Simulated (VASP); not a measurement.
# Si2W (I4/mmm) in VASP: further runs

The runs below take Si2W through single point, with PBE.

Everything below comes from runs of VASP 6.6.1. Logs are shortened: lines on timing, memory, paths and dates and some standing lists are left out, and cuts for length are marked.

**1. The cell of the first run**

Symmetry: I4/mmm, No. 139, tetragonal system. The conventional cell has a = 3.354 Å, b = 3.354 Å, c = 8.170 Å, α = 90.00°, β = 90.00°, γ = 90.00°. Si (site symmetry 4mm) has 9 Si at 2.70 to 3.35 Å and 5 W at 2.73 Å within 3.6 Å. Within 3.6 Å of W (site symmetry 4/mmm) lie 10 Si at 2.73 Å and 4 W at 3.35 Å.

**2. Single point, PBE (15.32 Å³/atom)**

File INCAR:

```
SYSTEM = Si2W
PREC = Accurate
ENCUT = 520
EDIFF = 1E-6
ISMEAR = 0
SIGMA = 0.15
LREAL = .FALSE.
LASPH = .TRUE.
NELM = 60
ALGO = Normal
ISIF = 2
LWAVE = .FALSE.
LCHARG = .TRUE.
GGA = PE
LELF = .TRUE.
LVHAR = .TRUE.
NBANDS = 18
```

File KPOINTS:

```
Automatic mesh
0
G
  18 18 18
  0 0 0
```

File POSCAR:

```
Si2W
1.0
   -1.6768257190      1.6768257190      4.0850973597
    1.6768257190     -1.6768257190      4.0850973597
    1.6768257190      1.6768257190     -4.0850973597
Si W
2 1
Direct
    0.3345726944      0.3345726944      0.0000000000
    0.6654273056      0.6654273056      0.0000000000
    0.0000000000      0.0000000000      0.0000000000
```

Potentials or basis: VASP PAW PBE potentials, release 64 (Si, W_sv).

Started as:

```
$ cat potpaw_PBE.64/Si/POTCAR potpaw_PBE.64/W_sv/POTCAR > POTCAR
$ mpirun -np 1 vasp_std > vasp.out
```

OUTCAR:

```text
SYSTEM = Si2W
   PREC = Accurate
   ENCUT = 520
   EDIFF = 1E-6
   ISMEAR = 0
   LREAL = .FALSE.
   LASPH = .TRUE.
   NELM = 60
   ISIF = 2
   GGA = PE

 ion  position               nearest neighbor table
   1  0.335  0.335  0.000-   2 2.70   3 2.73   3 2.73   3 2.73   3 2.73   3 2.73   2 2.74   2 2.74
                             2 2.74   2 2.74
   2  0.665  0.665  0.000-   1 2.70   3 2.73   3 2.73   3 2.73   3 2.73   3 2.73   1 2.74   1 2.74
                             1 2.74   1 2.74
   3  0.000  0.000  0.000-   2 2.73   2 2.73   2 2.73   1 2.73   1 2.73   1 2.73   2 2.73   1 2.73
                             1 2.73   2 2.73

  LATTYP: Found a body centered tetragonal cell.
 ALAT       =     3.3536514380
 C/A-ratio  =     2.4362086730

  Lattice vectors:

 A1 = (  -1.6768257190,   1.6768257190,   4.0850973597)
 A2 = (   1.6768257190,  -1.6768257190,   4.0850973597)
 A3 = (   1.6768257190,   1.6768257190,  -4.0850973597)

Analysis of symmetry for initial positions (statically):
=====================================================================
 Subroutine PRICEL returns:
 Original cell was already a primitive cell.

 Routine SETGRP: Setting up the symmetry group for a
 body centered tetragonal supercell.

 Subroutine GETGRP returns: Found 16 space group operations
 (whereof 16 operations were pure point group operations)
 out of a pool of 16 trial point group operations.

The static configuration has the point symmetry D_4h.

Analysis of symmetry for dynamics (positions and initial velocities):
=====================================================================
 Subroutine PRICEL returns:
 Original cell was already a primitive cell.

 Routine SETGRP: Setting up the symmetry group for a
 body centered tetragonal supercell.

 Subroutine GETGRP returns: Found 16 space group operations
 (whereof 16 operations were pure point group operations)
 out of a pool of 16 trial point group operations.

The dynamic configuration has the point symmetry D_4h.

 Subroutine INISYM returns: Found 16 space group operations
 (whereof 16 operations are pure point group operations),
 and found     1 'primitive' translations

----------------------------------------------------------------------------------------

                                     Primitive cell

  volume of cell :      45.9450

  direct lattice vectors                    reciprocal lattice vectors
    -1.676825719  1.676825719  4.085097360     0.000000000  0.298182449  0.122396104
     1.676825719 -1.676825719  4.085097360     0.298182449  0.000000000  0.122396104
     1.676825719  1.676825719 -4.085097360     0.298182449  0.298182449  0.000000000

  length of vectors
     4.723506052  4.723506052  4.723506052     0.322325269  0.322325269  0.421693664

  position of ions in fractional coordinates (direct lattice)
     0.334572694  0.334572694  0.000000000
     0.665427306  0.665427306  0.000000000
     0.000000000  0.000000000  0.000000000

  ion indices of the primitive-cell ions
   primitive index   ion index
                 1           1
                 2           2
                 3           3

----------------------------------------------------------------------------------------

 KPOINTS: Automatic mesh

Automatic generation of k-mesh.
 Grid dimensions read from file:
 generate k-points for:   18   18   18

 Generating k-lattice:

  Cartesian coordinates                     Fractional coordinates (reciprocal lattice)
     0.000000000  0.016565692  0.006799784     0.055555556  0.000000000  0.000000000
     0.016565692  0.000000000  0.006799784     0.000000000  0.055555556  0.000000000
     0.016565692  0.016565692  0.000000000     0.000000000  0.000000000  0.055555556

  Length of vectors
     0.017906959  0.017906959  0.023427426

  Shift w.r.t. Gamma in fractional coordinates (k-lattice)
     0.000000000  0.000000000  0.000000000

 Subroutine IBZKPT returns following result:
 ===========================================

 Found    480 irreducible k-points:

 Following reciprocal coordinates:
            Coordinates               Weight
  0.000000  0.000000  0.000000      1.000000
  0.055556  0.000000  0.000000      8.000000
  0.111111  0.000000  0.000000      8.000000
  0.166667  0.000000  0.000000      8.000000
  0.222222  0.000000  0.000000      8.000000
  0.277778  0.000000 -0.000000      8.000000
[... 16 lines left out ...]
 -0.277778  0.055556  0.000000     16.000000
 -0.222222  0.055556  0.000000     16.000000
 [... further k-points ...]
   k-points           NKPTS =    480   k-points in BZ     NKDIM =    480   number of bands    NBANDS=     18
   number of dos      NEDOS =    301   number of ions     NIONS =      3
   total plane-waves  NPLWV =  46656
   dimension x,y,z NGX =    36 NGY =   36 NGZ =   36
   dimension x,y,z NGXF=    72 NGYF=   72 NGZF=   72
   ions per type =               2   1
   NGX,Y,Z   is equivalent  to a cutoff of  12.67, 12.67, 12.67 a.u.
   NGXF,Y,Z  is equivalent  to a cutoff of  25.34, 25.34, 25.34 a.u.
 SYSTEM =  Si2W
   PREC   = accura    normal or accurate (medium, high low for compatibility)
   ISTART =      0    job   : 0-new  1-cont  2-samecut
   ICHARG =      2    charge: 1-file 2-atom 10-const
   ISPIN  =      1    spin polarized calculation?
   LNONCOLLINEAR =      F non collinear calculations
   LSORBIT =      F    spin-orbit coupling
   LASPH  =      T    aspherical Exc in radial PAW
   ENCUT  =  520.0 eV  38.22 Ry    6.18 a.u.   8.78  8.78  8.78*2*pi/ulx,y,z
   NELM   =     60;   NELMIN=  2; NELMDL= -5     # of ELM steps
   EDIFF  = 0.1E-05   stopping-criterion for ELM
   LREAL  =      F    real-space projection
   EDIFFG = 0.1E-04   stopping-criterion for IOM
   NSW    =      0    number of steps for IOM
   IBRION =     -1    ionic relax: 0-MD 1-quasi-New 2-CG
   NFREE  =      0    steps in history (QN), initial steepest desc. (CG)
   ISIF   =      2    stress and relaxation
   ISYM   =      2    0-nonsym 1-usesym 2-fastsym
   POTIM  = 0.5000    time-step for ionic-motion
   TEBEG  =    0.0;   TEEND  =   0.0 temperature during run
   PSTRESS=    0.0 pullay stress
   NELECT =      22.0000    total number of electrons
   NUPDOWN=      -1.0000    fix difference up-down
   EMIN   =  10.00;   EMAX   =-10.00  energy-range for DOS
   EFERMI =   0.00;   METHOD = LEGACY
   ISMEAR =     0;   SIGMA  =   0.15  broadening in eV -4-tet -1-fermi 0-gaus
   EFERMI_NEDOS =   21; number of points for ismear=-14 and -15
   IALGO  =     38    algorithm
   IMIX   =      4    mixing-type and parameters
     AMIX     =   0.40;   BMIX     =  1.00
     AMIX_MAG =   1.60;   BMIX_MAG =  1.00
  volume/ion in A,a.u.               =      15.32       103.35
  Fermi-wavevector in a.u.,A,eV,Ry     =   1.280766  2.420296 22.318458  1.640360
  Thomas-Fermi vector in A             =   2.413174
   LORBIT       =      0    0 simple, 1 ext, 2 COOP (PROOUT), +10 PAW based schemes
   GGA     = PE    functional components
   LHFCALC =     F    Hartree Fock is set to
   AEXX    =    0.0000 exact exchange contribution
   IVDW    =     0    specifies the selected vdW correction
   LEPSILON=     F    determine dielectric tensor
   LRPA    =     F    only Hartree local field effects (RPA)
 non-spin polarized calculation
 Gauss-broadening in eV      SIGMA  =   0.15
  energy-cutoff  :      520.00
  volume of cell :       45.95
 maximum number of plane-waves:      1259
   NGX = 17   NGY = 17   NGZ = 17

 number of electron      22.0000000 magnetization

 Free energy of the ion-electron system (eV)
  ---------------------------------------------------
  ext. energy  EPLUGINS =         0.00000000
  ---------------------------------------------------
  free energy    TOTEN  =       -24.48752580 eV

  energy without entropy =      -24.48329765  energy(sigma->0) =      -24.48541173

 E-fermi :  10.1639     XC(G=0): -11.9303

 val. band max:       10.1119031165   @ k =  -0.3889  -0.3889   0.3333
 cond. band min:      10.1731324417   @ k =   0.2778   0.2778   0.1667
 fundamental gap:      0.0612293251
 Fermi energy:        10.1639050254

 k-point     1 :       0.0000    0.0000    0.0000
  band No.  band energies     occupation
      1     -63.9357      2.00000
      2     -28.1152      2.00000
      3     -28.1152      2.00000
      4     -28.0902      2.00000
      5      -2.8286      2.00000
      6       4.1561      2.00000
[... 10 lines left out ...]
     17      15.0771      0.00000
     18      15.0771      0.00000

 k-point     2 :       0.0556    0.0000    0.0000
  band No.  band energies     occupation
      1     -63.9356      2.00000
      2     -28.1191      2.00000
      3     -28.1148      2.00000
      4     -28.0899      2.00000
      5      -2.7763      2.00000
      6       4.1420      2.00000
[... 10 lines left out ...]
     17      15.0865      0.00000
     18      15.3264      0.00000

 k-point     3 :       0.1111    0.0000    0.0000
  band No.  band energies     occupation
      1     -63.9353      2.00000
      2     -28.1302      2.00000
      3     -28.1138      2.00000
      4     -28.0891      2.00000
      5      -2.6202      2.00000
      6       4.0915      2.00000
[... 10 lines left out ...]
     17      15.1559      0.00000
     18      15.9379      0.00000

 k-point     4 :       0.1667    0.0000    0.0000
  band No.  band energies     occupation
      1     -63.9348      2.00000
      2     -28.1473      2.00000
      3     -28.1123      2.00000
      4     -28.0878      2.00000
      5      -2.3633      2.00000
      6       3.9785      2.00000
[... 375 lines left out ...]
      4     -28.0823      2.00000
      5      -1.0792      2.00000
      6       3.0351      2.00000
[... 10 lines left out ...]
     17      16.6689      0.00000
     18      17.6523      0.00000

 k-point    23 :      -0.2778    0.0556    0.0000
  band No.  band energies     occupation
      1     -63.9334      2.00000
      2     -28.1899      2.00000
      3     -28.1122      2.00000
      4     -28.0838      2.00000
      5      -1.5910      2.00000
      6       3.5995      2.00000
[... 10 lines left out ...]
     17      16.2715      0.00000
     18      17.6409      0.00000

 k-point    24 :      -0.2222    0.0556    0.0000
  band No.  band energies     occupation
      1     -63.9340      2.00000
      2     -28.1678      2.00000
      3     -28.1142      2.00000
      4     -28.0855      2.00000
      5      -2.0200      2.00000
      6       4.0282      2.00000
[... 10 lines left out ...]
     17      15.6629      0.00000
     18      17.8468      0.00000

 [... further k-points ...]

------------------------ aborting loop because EDIFF is reached ----------------------------------------

  FORCE on cell =-STRESS in cart. coord.  units (eV):
  Direction    XX          YY          ZZ          XY          YZ          ZX
  --------------------------------------------------------------------------------------
  -------------------------------------------------------------------------------------
  Total       -5.3543027     -5.3543027     -6.0108645      0.0000000     -0.0000000      0.0000000
  in kB     -186.7132980   -186.7132980   -209.6086807      0.0000000     -0.0000000      0.0000000
  external PRESSURE =    -194.3450922 kB  Pullay stress =       0.0000000 kB

 VOLUME and BASIS-vectors are now :
 -----------------------------------------------------------------------------
  energy-cutoff  :      520.00
  volume of cell :       45.95
      direct lattice vectors                 reciprocal lattice vectors
    -1.676825719  1.676825719  4.085097360     0.000000000  0.298182449  0.122396104
     1.676825719 -1.676825719  4.085097360     0.298182449  0.000000000  0.122396104
     1.676825719  1.676825719 -4.085097360     0.298182449  0.298182449  0.000000000

 POSITION                                       TOTAL-FORCE (eV/Angst)
 -----------------------------------------------------------------------------------
      0.00000      0.00000      2.73352         0.000000      0.000000      0.253410
      0.00000      0.00000      5.43667        -0.000000     -0.000000     -0.253410
      0.00000      0.00000      0.00000         0.000000      0.000000      0.000000
 -----------------------------------------------------------------------------------
    total drift:                               -0.000000      0.000000      0.000000

  FREE ENERGIE OF THE ION-ELECTRON SYSTEM (eV)
  ---------------------------------------------------
  free  energy   TOTEN  =       -24.4875257998 eV

  energy  without entropy=      -24.4832976509  energy(sigma->0) =      -24.48541173
```

Run time: 9.9 min. Hardware: 1 thread of Intel Xeon 8259CL, shared host; peak memory 0.5 GiB.

What came out:

- Free energy: -24.4875 eV
- Pressure: -19.4 GPa
- Largest force: 0.253 eV/Å
- Band gap on the k mesh: zero (bands 11 and 12 overlap by 1.07 eV)

Forces in eV/Å, atoms in the order of the input:
```
Si   0.000  0.000  0.253
Si   0.000  0.000 -0.253
W    0.000  0.000  0.000
```

Stress tensor (GPa, compression positive):
```
-18.67   0.00   0.00
  0.00 -18.67   0.00
  0.00   0.00 -20.96
```

Caveat: the cell stands under tension; spin-orbit coupling is left out, which moves the levels of the heavy elements.

**3. Single point, PBE (15.32 Å³/atom)**

File INCAR:

```
SYSTEM = Si2W
  ALGO = Normal
  EDIFF = 1E-6
  ENCUT = 520
  GGA = PE
  ISIF = 2
  ISMEAR = 0
  LASPH = .TRUE.
  LCHARG = .TRUE.
  LELF = .TRUE.
  LREAL = .FALSE.
  LVHAR = .TRUE.
  LWAVE = .FALSE.
  NBANDS = 18
  NELM = 100
  PREC = Accurate
  SIGMA = 0.15
```

File KPOINTS:

```
k-points
0
G
  18 18 18
  0 0 0
```

File POSCAR:

```
Si2W
1.0
   -1.7460190717      1.7460190717      3.7677345548
    1.7460190717     -1.7460190717      3.7677345548
    1.7460190717      1.7460190717     -3.7677345548
Si W
2 1
Direct
    0.3345726944      0.3345726944      0.0000000000
    0.6654273056      0.6654273056      0.0000000000
    0.0000000000      0.0000000000      0.0000000000
```

Potentials or basis: VASP PAW PBE potentials, release 64 (Si, W_sv).

Started as:

```
$ cat potpaw_PBE.64/Si/POTCAR potpaw_PBE.64/W_sv/POTCAR > POTCAR
$ mpirun -np 1 vasp_std > vasp.out
```

It took 10 min on 1 thread of Intel Xeon 8259CL, shared host; peak memory 0.5 GiB.

The run converged. Its results:

```yaml
Free_energy: -24.0849 eV
Pressure: -14.6 GPa
Largest_force: 0.242 eV/Å
Band_gap_on_the_k_mesh: zero (bands 11 and 12 overlap by 0.44 eV)
```

Forces in eV/Å, atoms in the order of the input:
```
Si   0.000  0.000  0.242
Si   0.000  0.000 -0.242
W    0.000  0.000  0.000
```

Stress tensor (GPa, compression positive):
```
-27.64   0.00   0.00
  0.00 -27.64   0.00
  0.00   0.00  11.57
```

Levels at points of the mesh, in eV from the Fermi level:
```csv
k point,band 7,band 8,band 9,band 10,band 11,band 12,band 13,band 14,band 15,band 16
"(0.00, 0.00, 0.00)",-2.79,-2.79,-2.36,-2.33,0.14,1.74,2.16,2.16,3.54,4.09
"(0.50, 0.00, 0.00)",-4.62,-3.96,-2.79,-2.04,-0.41,1.79,2.19,3.89,3.96,5.16
"(0.50, 0.50, 0.00)",-5.41,-5.33,-4.59,-1.82,-1.61,2.04,2.08,3.68,4.10,4.69
"(0.50, 0.50, 0.50)",-3.00,-2.76,-1.37,-1.37,-0.10,-0.10,0.39,4.12,6.05,6.70
```

Caveat: the cell stands under tension; spin-orbit coupling is left out, which moves the levels of the heavy elements.
